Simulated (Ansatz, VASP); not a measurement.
TiSe3 in VASP and in Ansatz

The input INCAR:

```
SYSTEM = TiSe3
  PREC = Accurate
  ENCUT = 600
  EDIFF = 1E-6
  ISMEAR = 0
  SIGMA = 0.1
  LREAL = .FALSE.
  LASPH = .TRUE.
  NELM = 80
  ALGO = Normal
  ISIF = 3
  LWAVE = .FALSE.
  LCHARG = .FALSE.
  GGA = PE
  IBRION = 2
  NSW = 100
  EDIFFG = -0.01
```

The input KPOINTS:

```
regular mesh
0
G
  12 12 14
  0 0 0
```

The input POSCAR:

```
TiSe3
1.0
    5.6498515979      0.0000000000      0.0000000000
   -2.8249257989      4.8929150114      0.0000000000
    0.0000000000      0.0000000000      3.4877039239
Ti Se
1 3
Direct
    0.0000000000      0.0000000000      0.5000000000
    0.6674472320      0.0000000000      0.0000000000
    0.0000000000      0.6674472320      0.0000000000
    0.3325527680      0.3325527680      0.0000000000
```

Input for Ansatz:

```yaml
crystal:
  lattice:
    - [5.6498515979, 0.0, 0.0]
    - [-2.8249257989, 4.8929150114, 0.0]
    - [0.0, 0.0, 3.4877039239]
  atoms:
    - { symbol: Ti, position: [0.0, 0.0, 0.5] }
    - { symbol: Se, position: [0.667447232, 0.0, 0.0] }
    - { symbol: Se, position: [0.0, 0.667447232, 0.0] }
    - { symbol: Se, position: [0.332552768, 0.332552768, 0.0] }
basis:
  ecutwfc: 420
kpoints:
  mp_grid: { grid: [12, 12, 14] }
hamiltonian:
  xc: pbe
scf:
  occupations: { method: gaussian, width: 0.1 }
output:
  forces: true
  stress: true
  eigenvalues: true
relax:
  adjacent_minimum: "off"
  f_tol: 0.01
  max_steps: 80
  cell: { stress_tol: 0.05 }
```

Alike in both runs: task relaxation of cell and atoms; functional PBE; k mesh 12 × 12 × 14; occupations gaussian, width 0.1 eV; no spin polarisation.

```csv
,VASP,Ansatz
version,VASP 6.6.1,Ansatz 0.2.0
potentials or method,"VASP PAW PBE potentials, release 64 (Ti_sv, Se), cutoff 600 eV","scalar-relativistic, plane waves, PAW"
valence electrons in the cell,30,60
```

|  | VASP | Ansatz | Ansatz less VASP |
| --- | --- | --- | --- |
| gap on the k mesh at the Fermi level, each at its own relaxed structure (eV) | none | none | - |
| relaxed volume (Å³/atom) | 23.95 | 23.93 | -0.023 |
| relaxed length of the cell vector where the two differ most in proportion (Å) | 3.484 | 3.481 | -0.0031 |

A gap of «none» marks a metal or a gap that the smearing closes. VASP's potentials hold 30 valence electrons a cell and Ansatz's 60, so a difference there can come from the potentials and not from the codes.
